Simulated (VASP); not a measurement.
**Gd: single point with BLYP+D4**

Gd:

```
Gd
1.0
     3.60165    0.00000    0.00000
    -1.80083    3.11912    0.00000
     0.00000    0.00000    5.75506
Gd
2
Cartesian
  1.8008 1.0397 4.3163
  0.0000 2.0794 1.4388
```

```yaml
Program: VASP 6.6.1
Task: single point
Functional: BLYP
Dispersion: D4
Potentials_or_basis: VASP PAW PBE potentials, release 64 (Gd)
Cutoff: 520 eV
k_mesh: 8 × 8 × 5
Occupations: fermi-dirac, width 0.05 eV
Spin: collinear spin, ferromagnetic start
Starting_moments: "[7.0, 7.0] μB"
```

* Pressure: 0.1 GPa
* Net moment: 14.79 μB per cell
* Site moments: Gd +6.91 μB
* Valence electrons inside the program's atomic spheres: Gd 15.24
* Dispersion energy per atom: -0.529 eV

Stress tensor (GPa, compression positive):
```
0.10 0.00 0.00
0.00 0.10 0.00
0.00 0.00 0.22
```

Levels at points of the mesh, in eV from the Fermi level:
Spin up:
```
           k point  band 22  band 23  band 24  band 25  band 26  band 27  band 28  band 29
(0.00, 0.00, 0.00)    -4.56    -4.55    -2.35     1.38     1.38     1.45     1.52     2.01
(0.50, 0.00, 0.00)    -4.56    -1.95    -1.68    -1.22     0.25     1.13     1.26     1.89
```
Spin down:
```csv
k point,band 9,band 10,band 11,band 12,band 13,band 14
"(0.00, 0.00, 0.00)",-4.20,-1.61,0.29,0.34,0.39,0.47
"(0.50, 0.00, 0.00)",-1.18,-1.04,-0.69,0.34,0.42,0.48
```

Run time: 3.1 min on 1 thread of AMD EPYC 9R45 96-Core Processor (Zen 5), on a shared host, peak memory 0.24 GiB.

Caveat: the PAW data sets were made with another functional, which shifts forces and pressure a little; spin-orbit coupling is left out, which moves the levels of the heavy elements; semilocal functionals describe open f shells poorly, which spoils levels, moments and volumes. The state reached can hang on the start; a lower one may exist.
